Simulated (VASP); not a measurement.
# SiC (P6_3mc) in VASP: single point with PBE

Aim: the single point of SiC with PBE.

Program: VASP 6.6.1. These are calculated values, not measurements. Logs are shortened: lines on timing, memory, paths and dates and some standing lists are left out, and cuts for length are marked.

## Step 1: The cell of the first run

Symmetry: P6_3mc, No. 186, hexagonal system. The conventional cell has a = 3.076 Å, b = 3.076 Å, c = 5.048 Å, α = 90.00°, β = 90.00°, γ = 120.00°. Within 2.5 Å of Si (site symmetry 3m) lie 4 C at 1.87 to 1.94 Å. C (site symmetry 3m) has 4 Si at 1.87 to 1.94 Å within 2.5 Å.

## Step 2: Single point, PBE

INCAR reads:

```
SYSTEM = SiC
PREC = Accurate
ENCUT = 520
EDIFF = 1E-6
ISMEAR = 0
SIGMA = 0.05
LREAL = .FALSE.
LASPH = .TRUE.
NELM = 100
ALGO = Normal
ISIF = 2
LWAVE = .FALSE.
LCHARG = .TRUE.
GGA = PE
LELF = .TRUE.
LVHAR = .TRUE.
NBANDS = 16
```

KPOINTS reads:

```
Automatic mesh
0
G
  18 18 8
  0 0 0
```

POSCAR reads:

```
SiC
1.0
    3.0760000000      0.0000000000      0.0000000000
   -1.5380000000      2.6638941400      0.0000000000
    0.0000000000      0.0000000000      5.0480000000
Si C
2 2
Direct
    0.3333333300      0.6666666700      0.0000000000
    0.6666666700      0.3333333300      0.5000000000
    0.3333333300      0.6666666700      0.3850000000
    0.6666666700      0.3333333300      0.8850000000
```

Potentials or basis: VASP PAW PBE potentials, release 64 (Si, C).

On the command line:

```console
$ cat potpaw_PBE.64/Si/POTCAR potpaw_PBE.64/C/POTCAR > POTCAR
$ mpirun -np 1 vasp_std > vasp.out
```

OUTCAR:

```text
SYSTEM = SiC
   PREC = Accurate
   ENCUT = 520
   EDIFF = 1E-6
   ISMEAR = 0
   LREAL = .FALSE.
   LASPH = .TRUE.
   NELM = 100
   ISIF = 2
   GGA = PE

 ion  position               nearest neighbor table
   1  0.333  0.667  0.000-   4 1.87   4 1.87   4 1.87   3 1.94   2 3.09   2 3.09   2 3.09   2 3.09
                             2 3.09   2 3.09
   2  0.667  0.333  0.500-   3 1.87   3 1.87   3 1.87   4 1.94   1 3.09   1 3.09   1 3.09   1 3.09
                             1 3.09   1 3.09
   3  0.333  0.667  0.385-   2 1.87   2 1.87   2 1.87   1 1.94
   4  0.667  0.333  0.885-   1 1.87   1 1.87   1 1.87   2 1.94

  LATTYP: Found a hexagonal cell.
 ALAT       =     3.0760000000
 C/A-ratio  =     1.6410923277

  Lattice vectors:

 A1 = (   3.0760000000,   0.0000000000,   0.0000000000)
 A2 = (  -1.5380000000,   2.6638941400,   0.0000000000)
 A3 = (   0.0000000000,   0.0000000000,   5.0480000000)

Analysis of symmetry for initial positions (statically):
=====================================================================
 Subroutine PRICEL returns:
 Original cell was already a primitive cell.

 Routine SETGRP: Setting up the symmetry group for a
 hexagonal supercell.

 Subroutine GETGRP returns: Found 12 space group operations
 (whereof  6 operations were pure point group operations)
 out of a pool of 24 trial point group operations.

The static configuration has the point symmetry C_3v.
 The point group associated with its full space group is C_6v.

Analysis of symmetry for dynamics (positions and initial velocities):
=====================================================================
 Subroutine PRICEL returns:
 Original cell was already a primitive cell.

 Routine SETGRP: Setting up the symmetry group for a
 hexagonal supercell.

 Subroutine GETGRP returns: Found 12 space group operations
 (whereof  6 operations were pure point group operations)
 out of a pool of 24 trial point group operations.

The dynamic configuration has the point symmetry C_3v.
 The point group associated with its full space group is C_6v.

 Subroutine INISYM returns: Found 12 space group operations
 (whereof  6 operations are pure point group operations),
 and found     1 'primitive' translations

----------------------------------------------------------------------------------------

                                     Primitive cell

  volume of cell :      41.3640

  direct lattice vectors                    reciprocal lattice vectors
     3.076000000  0.000000000  0.000000000     0.325097529  0.187695146  0.000000000
    -1.538000000  2.663894140  0.000000000     0.000000000  0.375390292  0.000000000
     0.000000000  0.000000000  5.048000000     0.000000000  0.000000000  0.198098257

  length of vectors
     3.076000000  3.075999998  5.048000000     0.375390292  0.375390292  0.198098257

  position of ions in fractional coordinates (direct lattice)
     0.333333330  0.666666670  0.000000000
     0.666666670  0.333333330  0.500000000
     0.333333330  0.666666670  0.385000000
     0.666666670  0.333333330  0.885000000

  ion indices of the primitive-cell ions
   primitive index   ion index
                 1           1
                 2           2
                 3           3
                 4           4

----------------------------------------------------------------------------------------

 KPOINTS: Automatic mesh

Automatic generation of k-mesh.
 Grid dimensions read from file:
 generate k-points for:   18   18    8

 Generating k-lattice:

  Cartesian coordinates                     Fractional coordinates (reciprocal lattice)
     0.018060974  0.010427508  0.000000000     0.055555556  0.000000000  0.000000000
     0.000000000  0.020855016  0.000000000     0.000000000  0.055555556  0.000000000
     0.000000000  0.000000000  0.024762282     0.000000000  0.000000000  0.125000000

  Length of vectors
     0.020855016  0.020855016  0.024762282

  Shift w.r.t. Gamma in fractional coordinates (k-lattice)
     0.000000000  0.000000000  0.000000000

 Subroutine IBZKPT returns following result:
 ===========================================

 Found    185 irreducible k-points:

 Following reciprocal coordinates:
            Coordinates               Weight
  0.000000  0.000000  0.000000      1.000000
  0.055556  0.000000  0.000000      6.000000
  0.111111  0.000000  0.000000      6.000000
  0.166667 -0.000000  0.000000      6.000000
  0.222222 -0.000000  0.000000      6.000000
  0.277778 -0.000000  0.000000      6.000000
[... 16 lines left out ...]
  0.333333  0.111111  0.000000     12.000000
  0.388889  0.111111  0.000000     12.000000
 [... further k-points ...]
   k-points           NKPTS =    185   k-points in BZ     NKDIM =    185   number of bands    NBANDS=     16
   number of dos      NEDOS =    301   number of ions     NIONS =      4
   total plane-waves  NPLWV =  23040
   dimension x,y,z NGX =    24 NGY =   24 NGZ =   40
   dimension x,y,z NGXF=    48 NGYF=   48 NGZF=   80
   ions per type =               2   2
   NGX,Y,Z   is equivalent  to a cutoff of  12.97, 12.97, 13.17 a.u.
   NGXF,Y,Z  is equivalent  to a cutoff of  25.94, 25.94, 26.35 a.u.
 SYSTEM =  SiC
   PREC   = accura    normal or accurate (medium, high low for compatibility)
   ISTART =      0    job   : 0-new  1-cont  2-samecut
   ICHARG =      2    charge: 1-file 2-atom 10-const
   ISPIN  =      1    spin polarized calculation?
   LNONCOLLINEAR =      F non collinear calculations
   LSORBIT =      F    spin-orbit coupling
   LASPH  =      T    aspherical Exc in radial PAW
   ENCUT  =  520.0 eV  38.22 Ry    6.18 a.u.   5.72  5.72  9.39*2*pi/ulx,y,z
   NELM   =    100;   NELMIN=  2; NELMDL= -5     # of ELM steps
   EDIFF  = 0.1E-05   stopping-criterion for ELM
   LREAL  =      F    real-space projection
   EDIFFG = 0.1E-04   stopping-criterion for IOM
   NSW    =      0    number of steps for IOM
   IBRION =     -1    ionic relax: 0-MD 1-quasi-New 2-CG
   NFREE  =      0    steps in history (QN), initial steepest desc. (CG)
   ISIF   =      2    stress and relaxation
   ISYM   =      2    0-nonsym 1-usesym 2-fastsym
   POTIM  = 0.5000    time-step for ionic-motion
   TEBEG  =    0.0;   TEEND  =   0.0 temperature during run
   PSTRESS=    0.0 pullay stress
   NELECT =      16.0000    total number of electrons
   NUPDOWN=      -1.0000    fix difference up-down
   EMIN   =  10.00;   EMAX   =-10.00  energy-range for DOS
   EFERMI =   0.00;   METHOD = LEGACY
   ISMEAR =     0;   SIGMA  =   0.05  broadening in eV -4-tet -1-fermi 0-gaus
   EFERMI_NEDOS =   21; number of points for ismear=-14 and -15
   IALGO  =     38    algorithm
   IMIX   =      4    mixing-type and parameters
     AMIX     =   0.40;   BMIX     =  1.00
     AMIX_MAG =   1.60;   BMIX_MAG =  1.00
  volume/ion in A,a.u.               =      10.34        69.78
  Fermi-wavevector in a.u.,A,eV,Ry     =   1.192817  2.254098 19.358549  1.422813
  Thomas-Fermi vector in A             =   2.328847
   LORBIT       =      0    0 simple, 1 ext, 2 COOP (PROOUT), +10 PAW based schemes
   GGA     = PE    functional components
   LHFCALC =     F    Hartree Fock is set to
   AEXX    =    0.0000 exact exchange contribution
   IVDW    =     0    specifies the selected vdW correction
   LEPSILON=     F    determine dielectric tensor
   LRPA    =     F    only Hartree local field effects (RPA)
 non-spin polarized calculation
 Gauss-broadening in eV      SIGMA  =   0.05
  energy-cutoff  :      520.00
  volume of cell :       41.36
 maximum number of plane-waves:      1132
 NGX is ok and might be reduce to    24
   NGX = 11   NGY = 11   NGZ = 19

 number of electron      16.0000000 magnetization

 Free energy of the ion-electron system (eV)
  ---------------------------------------------------
  ext. energy  EPLUGINS =         0.00000000
  ---------------------------------------------------
  free energy    TOTEN  =       -30.06729597 eV

  energy without entropy =      -30.06729597  energy(sigma->0) =      -30.06729597

 E-fermi :   8.5979     XC(G=0): -11.3486

 val. band max:        8.4095493844   @ k =   0.0000   0.0000   0.0000
 cond. band min:      10.7319280267   @ k =   0.3333   0.3333   0.0000
 fundamental gap:      2.3223786424
 Fermi energy:         8.5978643009

 k-point     1 :       0.0000    0.0000    0.0000
  band No.  band energies     occupation
      1      -7.3151      2.00000
      2      -3.8129      2.00000
      3      -0.2832      2.00000
      4       6.8533      2.00000
      5       6.8533      2.00000
      6       8.1339      2.00000
[... 8 lines left out ...]
     15      17.1130      0.00000
     16      19.7532      0.00000

 k-point     2 :       0.0556    0.0000    0.0000
  band No.  band energies     occupation
      1      -7.2614      2.00000
      2      -3.7666      2.00000
      3      -0.2332      2.00000
      4       6.5345      2.00000
      5       6.7566      2.00000
      6       7.9272      2.00000
[... 8 lines left out ...]
     15      17.2575      0.00000
     16      19.1555      0.00000

 k-point     3 :       0.1111    0.0000    0.0000
  band No.  band energies     occupation
      1      -7.1009      2.00000
      2      -3.6294      2.00000
      3      -0.0847      2.00000
      4       5.7327      2.00000
      5       6.5052      2.00000
      6       7.3648      2.00000
[... 8 lines left out ...]
     15      17.6439      0.00000
     16      18.3199      0.00000

 k-point     4 :       0.1667   -0.0000    0.0000
  band No.  band energies     occupation
      1      -6.8355      2.00000
      2      -3.4065      2.00000
      3       0.1565      2.00000
      4       4.6980      2.00000
      5       6.1741      2.00000
      6       6.5732      2.00000
[... 8 lines left out ...]
     15      17.7309      0.00000
     16      18.1238      0.00000
[... 324 lines left out ...]
 k-point    22 :       0.2778    0.1111    0.0000
  band No.  band energies     occupation
      1      -5.3153      2.00000
      2      -2.3382      2.00000
      3       0.9940      2.00000
      4       2.1893      2.00000
      5       3.5991      2.00000
      6       4.6209      2.00000
[... 8 lines left out ...]
     15      18.5778      0.00000
     16      19.9241      0.00000

 k-point    23 :       0.3333    0.1111    0.0000
  band No.  band energies     occupation
      1      -4.7206      2.00000
      2      -2.1726      2.00000
      3       0.6615      2.00000
      4       2.3865      2.00000
      5       2.9444      2.00000
      6       4.2478      2.00000
[... 8 lines left out ...]
     15      18.9416      0.00000
     16      19.9087      0.00000

 k-point    24 :       0.3889    0.1111    0.0000
  band No.  band energies     occupation
      1      -4.1432      2.00000
      2      -2.2999      2.00000
      3       0.5251      2.00000
      4       2.2229      2.00000
      5       2.8897      2.00000
      6       4.0803      2.00000
[... 8 lines left out ...]
     15      19.0043      0.00000
     16      20.2272      0.00000

 [... further k-points ...]
[... 5 lines left out ...]
  --------------------------------------------------------------------------------------
  -------------------------------------------------------------------------------------
  Total        1.3562912      1.3562912      0.1082863      0.0000000      0.0000000     -0.0000000
  in kB       52.5340522     52.5340522      4.1943185      0.0000000      0.0000000     -0.0000000
  external PRESSURE =      36.4208076 kB  Pullay stress =       0.0000000 kB

 VOLUME and BASIS-vectors are now :
 -----------------------------------------------------------------------------
  energy-cutoff  :      520.00
  volume of cell :       41.36
      direct lattice vectors                 reciprocal lattice vectors
     3.076000000  0.000000000  0.000000000     0.325097529  0.187695146  0.000000000
    -1.538000000  2.663894140  0.000000000     0.000000000  0.375390292  0.000000000
     0.000000000  0.000000000  5.048000000     0.000000000  0.000000000  0.198098257

 POSITION                                       TOTAL-FORCE (eV/Angst)
 -----------------------------------------------------------------------------------
     -0.00000      1.77593      0.00000        -0.000000      0.000000      0.752767
      1.53800      0.88796      2.52400         0.000000      0.000000      0.752767
     -0.00000      1.77593      1.94348         0.000000     -0.000000     -0.752767
      1.53800      0.88796      4.46748        -0.000000      0.000000     -0.752767
 -----------------------------------------------------------------------------------
    total drift:                               -0.000004      0.000002     -0.000215

  FREE ENERGIE OF THE ION-ELECTRON SYSTEM (eV)
  ---------------------------------------------------
  free  energy   TOTEN  =       -30.0672959669 eV

  energy  without entropy=      -30.0672959669  energy(sigma->0) =      -30.06729597
```

Run time: 58 s. Hardware: 1 thread of Intel Xeon Platinum 8488C (Sapphire Rapids), shared host; peak memory 0.23 GiB.

Results:

- Free energy: -30.0673 eV
- Pressure: 3.6 GPa
- Largest force: 0.753 eV/Å
- Band gap on the k mesh: 2.32 eV, indirect (least direct gap 4.08 eV)

Forces in eV/Å, atoms in the order of the input:
```
Si   0.000  0.000  0.753
Si   0.000  0.000  0.753
C    0.000  0.000 -0.753
C    0.000  0.000 -0.753
```

A k mesh can miss the band edges. As with any semilocal functional, this PBE gap is likely too small.
